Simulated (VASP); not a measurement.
A run of VASP 6.6.1 is set up as follows.

File POSCAR:

```
ZnSe
1.0
    0.0000000000      2.8324246769      2.8324246769
    2.8324246769      0.0000000000      2.8324246769
    2.8324246769      2.8324246769      0.0000000000
Zn Se
1 1
Direct
    0.0000000000      0.0000000000      0.0000000000
    0.2500000000      0.2500000000      0.2500000000
```

INCAR.step1

```
SYSTEM = ZnSe
ALGO = Normal
EDIFF = 1E-8
ENCUT = 500
GGA = PE
ISMEAR = 0
LASPH = .True.
LCHARG = .False.
LREAL = .False.
LWAVE = .True.
NELM = 100
PREC = Accurate
SIGMA = 0.01
```

Contents of INCAR.step2:

```
SYSTEM = ZnSe
ALGO = Exact
EDIFF = 1E-8
ENCUT = 500
GGA = PE
ISMEAR = 0
ISTART = 1
LASPH = .True.
LCHARG = .False.
LOPTICS = .True.
LREAL = .False.
LWAVE = .True.
NBANDS = 198
NELM = 1
PREC = Accurate
SIGMA = 0.01
```

INCAR.step3

```
SYSTEM = ZnSe
ALGO = EVGW0
EDIFF = 1E-8
ENCUT = 500
ENCUTGW = 150.0
GGA = PE
ISMEAR = 0
ISTART = 1
LASPH = .True.
LCHARG = .False.
LREAL = .False.
LWAVE = .False.
NBANDS = 198
NBANDSGW = 17
NELMGW = 1
NOMEGA = 96
OMEGAMAX = 20
PREC = Accurate
PRECFOCK = Fast
SIGMA = 0.01
```

The input KPOINTS:

```
k-points
0
Gamma
  4 4 4
  0 0 0
```

Potentials or basis: VASP PAW PBE potentials, release 64 (Zn_GW, Se_GW).

The run is started by

```sh
$ cat potpaw_PBE.64/Zn_GW/POTCAR potpaw_PBE.64/Se_GW/POTCAR > POTCAR
$ cp INCAR.step1 INCAR
$ mpirun -np 1 vasp_std > vasp.out
$ cp INCAR.step2 INCAR
$ mpirun -np 1 vasp_std > vasp.out
$ cp INCAR.step3 INCAR
$ mpirun -np 1 vasp_std > vasp.out
```

Question: Estimate the quasiparticle gap.

Answer: 2.39 eV.

Question: What does it give for the least direct quasiparticle gap?

Answer: 2.39 eV.

Question: Estimate the least direct gap of the starting levels on the mesh.

Answer: 1.27 eV.

Question: Estimate the band gap of the starting levels on the mesh.

Answer: 1.27 eV.

Caveat: the k points lie up to 0.48 Å⁻¹ apart; bands, screening cutoff and mesh are small and nothing is extrapolated, so the quasiparticle values aren't converged.
